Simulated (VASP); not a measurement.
# KF (Carobbiite) (Fm-3m) in VASP: settings compared, part 2 of 2

VASP 6.6.1.

## (4) Single point, PBEsol

This run uses another cell than the first one, of 19.07 Å³/atom, 1.020 times its volume.

Contents of INCAR:

```
ALGO     = Normal         # electronic algorithm
EDIFF    = 1E-6           # SCF threshold, eV
ENCUT    = 520            # plane-wave cutoff, eV
GGA      = PS             # functional
ISIF     = 2              # what is computed and relaxed
ISMEAR   = -1             # smearing method
LASPH    = True           # aspherical terms in the spheres
LCHARG   = False          # write CHGCAR
LREAL    = False          # projectors in reciprocal space
LWAVE    = False          # write WAVECAR
NBANDS   = 15             # bands
NELM     = 80             # most SCF steps
PREC     = Accurate       # precision mode
SIGMA    = 0.05           # smearing width, eV
```

Contents of KPOINTS:

```
k-points
0
Gamma
  9 9 9
```

Contents of POSCAR:

```
KF
1.0
    0.0000000000      2.6718500000      2.6718500000
    2.6718500000      0.0000000000      2.6718500000
    2.6718500000      2.6718500000      0.0000000000
K F
1 1
Direct
    0.0000000000      0.0000000000      0.0000000000
    0.5000000000      0.5000000000      0.5000000000
```

Potentials or basis: VASP PAW PBE potentials, release 64 (K_sv, F).

Launch:

```console
$ cat potpaw_PBE.64/K_sv/POTCAR potpaw_PBE.64/F/POTCAR > POTCAR
$ mpirun -np 1 vasp_std > vasp.out
```

OUTCAR:

```text
EDIFF = 1E-6
   ENCUT = 520
   GGA = PS
   ISIF = 2
   ISMEAR = -1
   LASPH = True
   LREAL = False
   NELM = 80
   PREC = Accurate

 ion  position               nearest neighbor table
   1  0.000  0.000  0.000-   2 2.67   2 2.67   2 2.67   2 2.67   2 2.67   2 2.67
   2  0.500  0.500  0.500-   1 2.67   1 2.67   1 2.67   1 2.67   1 2.67   1 2.67

  LATTYP: Found a face centered cubic cell.
 ALAT       =     5.3437000000

  Lattice vectors:

 A1 = (   0.0000000000,   2.6718500000,   2.6718500000)
 A2 = (   2.6718500000,   0.0000000000,   2.6718500000)
 A3 = (   2.6718500000,   2.6718500000,   0.0000000000)

Analysis of symmetry for initial positions (statically):
=====================================================================
 Subroutine PRICEL returns:
 Original cell was already a primitive cell.

 Routine SETGRP: Setting up the symmetry group for a
 face centered cubic supercell.

 Subroutine GETGRP returns: Found 48 space group operations
[... 9 lines left out ...]

 Routine SETGRP: Setting up the symmetry group for a
 face centered cubic supercell.

 Subroutine GETGRP returns: Found 48 space group operations
[... 11 lines left out ...]
                                     Primitive cell

  volume of cell :      38.1475
[... 142 lines left out ...]

 k-point     1 :       0.0000    0.0000    0.0000
  band No.  band energies     occupation
      1     -28.8723      2.00000
      2     -21.4353      2.00000
      3     -12.1838      2.00000
      4     -12.1838      2.00000
      5     -12.1838      2.00000
      6      -2.9076      2.00000
      7      -2.9076      2.00000
      8      -2.9076      2.00000
      9       3.1224      0.00000
     10       7.7274      0.00000
     11       7.7274      0.00000
     12       7.7274      0.00000
     13       9.4012      0.00000
     14       9.4012      0.00000
[... 401 lines left out ...]
      2     -21.4561      2.00000
      3     -12.7285      2.00000
      4     -12.3947      2.00000
      5     -12.3947      2.00000
      6      -3.1567      2.00000
      7      -2.9646      2.00000
      8      -2.9646      2.00000
      9       5.2417      0.00000
     10       7.1005      0.00000
     11       8.8632      0.00000
     12      10.6453      0.00000
     13      11.1712      0.00000
     14      11.1712      0.00000
     15      13.1661      0.00000

 [... further k-points ...]
[... 5 lines left out ...]
  --------------------------------------------------------------------------------------
  -------------------------------------------------------------------------------------
  Total       -0.1473930     -0.1473930     -0.1473930      0.0000000     -0.0000000     -0.0000000
  in kB       -6.1904362     -6.1904362     -6.1904362      0.0000000     -0.0000000     -0.0000000
  external PRESSURE =      -6.1904362 kB  Pullay stress =       0.0000000 kB

 VOLUME and BASIS-vectors are now :
 -----------------------------------------------------------------------------
  energy-cutoff  :      520.00
  volume of cell :       38.15
      direct lattice vectors                 reciprocal lattice vectors
     0.000000000  2.671850000  2.671850000    -0.187136254  0.187136254  0.187136254
     2.671850000  0.000000000  2.671850000     0.187136254 -0.187136254  0.187136254
     2.671850000  2.671850000  0.000000000     0.187136254  0.187136254 -0.187136254

 POSITION                                       TOTAL-FORCE (eV/Angst)
 -----------------------------------------------------------------------------------
      0.00000      0.00000      0.00000         0.000000      0.000000      0.000000
      2.67185      2.67185      2.67185        -0.000000     -0.000000     -0.000000
 -----------------------------------------------------------------------------------
    total drift:                                0.000000      0.000000      0.000000

  FREE ENERGIE OF THE ION-ELECTRON SYSTEM (eV)
  ---------------------------------------------------
  free  energy   TOTEN  =        -8.5196157604 eV

  energy  without entropy=       -8.5196157604  energy(sigma->0) =       -8.51961576
```

OSZICAR:

```text
N       E                     dE             d eps       ncg     rms          rms(c)
DAV:   1     0.109415596932E+03    0.10942E+03   -0.81690E+03  1065   0.103E+03
DAV:   2    -0.519466896895E+01   -0.11461E+03   -0.10388E+03  1394   0.284E+02
DAV:   3    -0.953137759656E+01   -0.43367E+01   -0.43105E+01  1363   0.487E+01
DAV:   4    -0.964364522045E+01   -0.11227E+00   -0.11226E+00  1443   0.758E+00
DAV:   5    -0.964575382152E+01   -0.21086E-02   -0.21086E-02  1391   0.803E-01    0.588E+00
DAV:   6    -0.856039032900E+01    0.10854E+01   -0.29981E+00  1127   0.140E+01    0.407E+00
DAV:   7    -0.852487208930E+01    0.35518E-01   -0.66803E-02  1274   0.222E+00    0.231E+00
DAV:   8    -0.851753559541E+01    0.73365E-02   -0.50857E-02  1246   0.223E+00    0.208E-01
DAV:   9    -0.851900451429E+01   -0.14689E-02   -0.43586E-03  1288   0.554E-01    0.121E-01
DAV:  10    -0.851939424870E+01   -0.38973E-03   -0.36838E-04  1141   0.171E-01    0.785E-02
DAV:  11    -0.851961570963E+01   -0.22146E-03   -0.20800E-04  1113   0.106E-01    0.154E-02
DAV:  12    -0.851961560843E+01    0.10120E-06   -0.11255E-05  1319   0.335E-02    0.510E-03
DAV:  13    -0.851961576038E+01   -0.15194E-06   -0.24169E-06  1162   0.134E-02
   1 F= -.85196158E+01 E0= -.85196158E+01  d E =-.136488E-10
```

Wall time 11 s (1 thread of Intel Xeon Platinum 8488C (Sapphire Rapids), shared host); peak memory 0.16 GiB.

What came out:

- Free energy: -8.5196 eV
- Pressure: -0.6 GPa
- Band gap on the k mesh: 6.03 eV, direct

Levels at points of the mesh, in eV from the valence-band top:
```
           k point  band 4  band 5  band 6  band 7  band 8  band 9  band 10  band 11  band 12  band 13
(0.00, 0.00, 0.00)   -9.28   -9.28    0.00    0.00    0.00    6.03    10.63    10.63    10.63    12.31
```

Caveat: the PAW data sets were made with another functional, which shifts forces and pressure a little. A k mesh can miss the band edges.

## (5) Single point, PBEsol

This run uses another cell than the first one, of 19.46 Å³/atom, 1.041 times its volume.

Contents of INCAR:

```
SYSTEM = KF
ALGO = Normal ; EDIFF = 1E-6
ENCUT = 520 ; GGA = PS
ISIF = 2 ; ISMEAR = -1
LASPH = .TRUE. ; LCHARG = .TRUE.
LELF = .TRUE. ; LREAL = .FALSE.
LVHAR = .TRUE. ; LWAVE = .FALSE.
NBANDS = 15 ; NELM = 60
PREC = Accurate ; SIGMA = 0.05
```

Contents of KPOINTS:

```
k-points
0
G
  9 9 9
  0 0 0
```

Contents of POSCAR:

```
KF
1.0
    0.0000000000      2.6895448865      2.6895448865
    2.6895448865      0.0000000000      2.6895448865
    2.6895448865      2.6895448865      0.0000000000
K F
1 1
Direct
    0.0000000000      0.0000000000      0.0000000000
    0.5000000000      0.5000000000      0.5000000000
```

Potentials or basis: VASP PAW PBE potentials, release 64 (K_sv, F).

Launch:

```console
$ cat potpaw_PBE.64/K_sv/POTCAR potpaw_PBE.64/F/POTCAR > POTCAR
$ mpirun -np 1 vasp_std > vasp.out
```

OUTCAR:

```text
SYSTEM = KF
   EDIFF = 1E-6
   ENCUT = 520
   GGA = PS
   ISIF = 2
   ISMEAR = -1
   LASPH = .TRUE.
   LREAL = .FALSE.
   NELM = 60
   PREC = Accurate

 ion  position               nearest neighbor table
   1  0.000  0.000  0.000-   2 2.69   2 2.69   2 2.69   2 2.69   2 2.69   2 2.69
   2  0.500  0.500  0.500-   1 2.69   1 2.69   1 2.69   1 2.69   1 2.69   1 2.69

  LATTYP: Found a face centered cubic cell.
 ALAT       =     5.3790897730

  Lattice vectors:

 A1 = (   0.0000000000,   2.6895448865,   2.6895448865)
 A2 = (   2.6895448865,   0.0000000000,   2.6895448865)
 A3 = (   2.6895448865,   2.6895448865,   0.0000000000)

Analysis of symmetry for initial positions (statically):
=====================================================================
 Subroutine PRICEL returns:
 Original cell was already a primitive cell.

 Routine SETGRP: Setting up the symmetry group for a
 face centered cubic supercell.

 Subroutine GETGRP returns: Found 48 space group operations
[... 9 lines left out ...]

 Routine SETGRP: Setting up the symmetry group for a
 face centered cubic supercell.

 Subroutine GETGRP returns: Found 48 space group operations
[... 11 lines left out ...]
                                     Primitive cell

  volume of cell :      38.9105

  direct lattice vectors                    reciprocal lattice vectors
     0.000000000  2.689544886  2.689544886    -0.185905059  0.185905059  0.185905059
     2.689544886  0.000000000  2.689544886     0.185905059 -0.185905059  0.185905059
     2.689544886  2.689544886  0.000000000     0.185905059  0.185905059 -0.185905059

  length of vectors
     3.803590855  3.803590855  3.803590855     0.321997007  0.321997007  0.321997007

  position of ions in fractional coordinates (direct lattice)
     0.000000000  0.000000000  0.000000000
     0.500000000  0.500000000  0.500000000

  ion indices of the primitive-cell ions
   primitive index   ion index
                 1           1
                 2           2

----------------------------------------------------------------------------------------

 KPOINTS: k-points

Automatic generation of k-mesh.
[... 89 lines left out ...]
  Thomas-Fermi vector in A             =   2.352702
   LORBIT       =      0    0 simple, 1 ext, 2 COOP (PROOUT), +10 PAW based schemes
   GGA     = PS    functional components
   LHFCALC =     F    Hartree Fock is set to
   AEXX    =    0.0000 exact exchange contribution
   IVDW    =     0    specifies the selected vdW correction
   LEPSILON=     F    determine dielectric tensor
   LRPA    =     F    only Hartree local field effects (RPA)
 non-spin polarized calculation
  energy-cutoff  :      520.00
  volume of cell :       38.91
 maximum number of plane-waves:      1067
   NGX = 15   NGY = 15   NGZ = 15

 number of electron      15.9999992 magnetization

 Free energy of the ion-electron system (eV)
  ---------------------------------------------------
  ext. energy  EPLUGINS =         0.00000000
  ---------------------------------------------------
  free energy    TOTEN  =        -8.51621545 eV

  energy without entropy =       -8.51621545  energy(sigma->0) =       -8.51621545

 E-fermi :  -1.7172     XC(G=0):  -8.5131

 val. band max:       -2.9571770378   @ k =   0.0000   0.0000   0.0000
 cond. band min:       2.9760273556   @ k =   0.0000   0.0000   0.0000
 fundamental gap:      5.9332043934
 Fermi energy:        -1.7172390705

 k-point     1 :       0.0000    0.0000    0.0000
  band No.  band energies     occupation
      1     -28.9781      2.00000
      2     -21.4760      2.00000
      3     -12.3039      2.00000
      4     -12.3039      2.00000
      5     -12.3039      2.00000
      6      -2.9572      2.00000
      7      -2.9572      2.00000
      8      -2.9572      2.00000
      9       2.9760      0.00000
     10       7.6251      0.00000
     11       7.6251      0.00000
     12       7.6251      0.00000
     13       9.2711      0.00000
     14       9.2711      0.00000
[... 401 lines left out ...]
      2     -21.4910      2.00000
      3     -12.8150      2.00000
      4     -12.5017      2.00000
      5     -12.5017      2.00000
      6      -3.2135      2.00000
      7      -3.0181      2.00000
      8      -3.0181      2.00000
      9       5.1783      0.00000
     10       6.9355      0.00000
     11       8.6708      0.00000
     12      10.4909      0.00000
     13      10.9994      0.00000
     14      10.9994      0.00000
     15      12.8949      0.00000

 [... further k-points ...]
[... 5 lines left out ...]
  --------------------------------------------------------------------------------------
  -------------------------------------------------------------------------------------
  Total       -0.2902021     -0.2902021     -0.2902021      0.0000000      0.0000000     -0.0000000
  in kB      -11.9493633    -11.9493633    -11.9493633      0.0000000      0.0000000     -0.0000000
  external PRESSURE =     -11.9493633 kB  Pullay stress =       0.0000000 kB

 VOLUME and BASIS-vectors are now :
 -----------------------------------------------------------------------------
  energy-cutoff  :      520.00
  volume of cell :       38.91
      direct lattice vectors                 reciprocal lattice vectors
     0.000000000  2.689544886  2.689544886    -0.185905059  0.185905059  0.185905059
     2.689544886  0.000000000  2.689544886     0.185905059 -0.185905059  0.185905059
     2.689544886  2.689544886  0.000000000     0.185905059  0.185905059 -0.185905059

 POSITION                                       TOTAL-FORCE (eV/Angst)
 -----------------------------------------------------------------------------------
      0.00000      0.00000      0.00000         0.000000      0.000000     -0.000000
      2.68954      2.68954      2.68954         0.000000     -0.000000      0.000000
 -----------------------------------------------------------------------------------
    total drift:                                0.000000      0.000000      0.000000

  FREE ENERGIE OF THE ION-ELECTRON SYSTEM (eV)
  ---------------------------------------------------
  free  energy   TOTEN  =        -8.5162154526 eV

  energy  without entropy=       -8.5162154526  energy(sigma->0) =       -8.51621545
```

OSZICAR:

```text
N       E                     dE             d eps       ncg     rms          rms(c)
DAV:   1     0.107720686728E+03    0.10772E+03   -0.81804E+03  1050   0.103E+03
DAV:   2    -0.508671259944E+01   -0.11281E+03   -0.10271E+03  1366   0.277E+02
DAV:   3    -0.952280679930E+01   -0.44361E+01   -0.44128E+01  1375   0.492E+01
DAV:   4    -0.964674448167E+01   -0.12394E+00   -0.12392E+00  1457   0.781E+00
DAV:   5    -0.964800326876E+01   -0.12588E-02   -0.12588E-02  1405   0.720E-01    0.585E+00
DAV:   6    -0.855796285334E+01    0.10900E+01   -0.30305E+00  1134   0.138E+01    0.395E+00
DAV:   7    -0.852165187889E+01    0.36311E-01   -0.66610E-02  1323   0.221E+00    0.224E+00
DAV:   8    -0.851404664092E+01    0.76052E-02   -0.51736E-02  1232   0.223E+00    0.210E-01
DAV:   9    -0.851558295146E+01   -0.15363E-02   -0.44392E-03  1295   0.557E-01    0.122E-01
DAV:  10    -0.851598599507E+01   -0.40304E-03   -0.37312E-04  1191   0.170E-01    0.801E-02
DAV:  11    -0.851621548731E+01   -0.22949E-03   -0.21636E-04  1113   0.106E-01    0.150E-02
DAV:  12    -0.851621544446E+01    0.42855E-07   -0.11772E-05  1305   0.335E-02    0.514E-03
DAV:  13    -0.851621545263E+01   -0.81775E-08   -0.25883E-06  1162   0.137E-02
   1 F= -.85162155E+01 E0= -.85162155E+01  d E =-.666928E-11
```

It took 9.3 s on 1 thread of AMD EPYC 9R45 (Zen 5), shared host; peak memory 0.13 GiB.

Results:

```
Free energy            : -8.5162 eV
Pressure               : -1.2 GPa
Band gap on the k mesh : 5.93 eV, direct
```

Caveat: the PAW data sets were made with another functional, which shifts forces and pressure a little.

## (6) Single point, PBEsol

This run uses another cell than the first one, of 19.07 Å³/atom, 1.020 times its volume.

Contents of INCAR:

```
SYSTEM = KF
  ALGO = Normal
  EDIFF = 1E-6
  ENCUT = 520
  GGA = PS
  ISIF = 2
  ISMEAR = -1
  LASPH = .TRUE.
  LCHARG = .FALSE.
  LREAL = .FALSE.
  LWAVE = .FALSE.
  NBANDS = 15
  NELM = 80
  PREC = Accurate
  SIGMA = 0.05
```

KPOINTS is that of step 5.

Contents of POSCAR:

```
KF
1.0
    0.0000000000      2.6718500000      2.6718500000
    2.6718500000      0.0000000000      2.6718500000
    2.6718500000      2.6718500000      0.0000000000
K F
1 1
Direct
    0.0000000000      0.0000000000      0.0000000000
    0.5000000000      0.5000000000      0.5000000000
```

Potentials or basis: VASP PAW PBE potentials, release 64 (K_sv, F).

Launch:

```console
$ cat potpaw_PBE.64/K_sv/POTCAR potpaw_PBE.64/F/POTCAR > POTCAR
$ mpirun -np 1 vasp_std > vasp.out
```

OUTCAR:

```text
SYSTEM = KF
   EDIFF = 1E-6
   ENCUT = 520
   GGA = PS
   ISIF = 2
   ISMEAR = -1
   LASPH = .TRUE.
   LREAL = .FALSE.
   NELM = 80
   PREC = Accurate

 ion  position               nearest neighbor table
   1  0.000  0.000  0.000-   2 2.67   2 2.67   2 2.67   2 2.67   2 2.67   2 2.67
   2  0.500  0.500  0.500-   1 2.67   1 2.67   1 2.67   1 2.67   1 2.67   1 2.67

  LATTYP: Found a face centered cubic cell.
 ALAT       =     5.3437000000

  Lattice vectors:

 A1 = (   0.0000000000,   2.6718500000,   2.6718500000)
 A2 = (   2.6718500000,   0.0000000000,   2.6718500000)
[... 609 lines left out ...]
     12      10.6453      0.00000
     13      11.1712      0.00000
     14      11.1712      0.00000
     15      13.1661      0.00000

 [... further k-points ...]
[... 5 lines left out ...]
  --------------------------------------------------------------------------------------
  -------------------------------------------------------------------------------------
  Total       -0.1473930     -0.1473930     -0.1473930      0.0000000      0.0000000      0.0000000
  in kB       -6.1904360     -6.1904360     -6.1904360      0.0000000      0.0000000      0.0000000
  external PRESSURE =      -6.1904360 kB  Pullay stress =       0.0000000 kB

 VOLUME and BASIS-vectors are now :
 -----------------------------------------------------------------------------
  energy-cutoff  :      520.00
  volume of cell :       38.15
      direct lattice vectors                 reciprocal lattice vectors
     0.000000000  2.671850000  2.671850000    -0.187136254  0.187136254  0.187136254
     2.671850000  0.000000000  2.671850000     0.187136254 -0.187136254  0.187136254
     2.671850000  2.671850000  0.000000000     0.187136254  0.187136254 -0.187136254

 POSITION                                       TOTAL-FORCE (eV/Angst)
 -----------------------------------------------------------------------------------
      0.00000      0.00000      0.00000         0.000000     -0.000000     -0.000000
      2.67185      2.67185      2.67185        -0.000000      0.000000      0.000000
 -----------------------------------------------------------------------------------
    total drift:                                0.000000      0.000000      0.000000

  FREE ENERGIE OF THE ION-ELECTRON SYSTEM (eV)
  ---------------------------------------------------
  free  energy   TOTEN  =        -8.5196157604 eV

  energy  without entropy=       -8.5196157604  energy(sigma->0) =       -8.51961576
```

Wall time 9.1 s (1 thread of AMD EPYC 9R45 (Zen 5), shared host); peak memory 0.13 GiB.

Results:

| Item | Value |
| --- | --- |
| Free energy | -8.5196 eV |
| Pressure | -0.6 GPa |
| Band gap on the k mesh | 6.03 eV, direct |

Caveat: the PAW data sets were made with another functional, which shifts forces and pressure a little. A k mesh can miss the band edges.

## (7) The runs side by side

```csv
level,cell,gap on the mesh (eV),pressure (GPa)
PBEsol,"a = 3.754 Å, angles 60.0°, 2 atoms",6.13,0.0
PBEsol+D3(BJ),"a = 3.779 Å, angles 60.0°, 2 atoms",6.03,-2.0
PBEsol,"a = 3.779 Å, angles 60.0°, 2 atoms",6.03,-0.6
PBEsol,"a = 3.804 Å, angles 60.0°, 2 atoms",5.93,-1.2
```

Alike in all rows: task single point; potentials or basis VASP PAW PBE potentials, release 64 (K_sv, F); no spin polarisation; k mesh 9 × 9 × 9; cutoff (eV) 520; smearing fermi-dirac 0.05 eV.

Caveats: the PAW data sets were made with another functional, which shifts forces and pressure a little; three body term missing (some runs).

Total energies depend on the potentials used, so only differences within one code and one set of settings carry meaning.
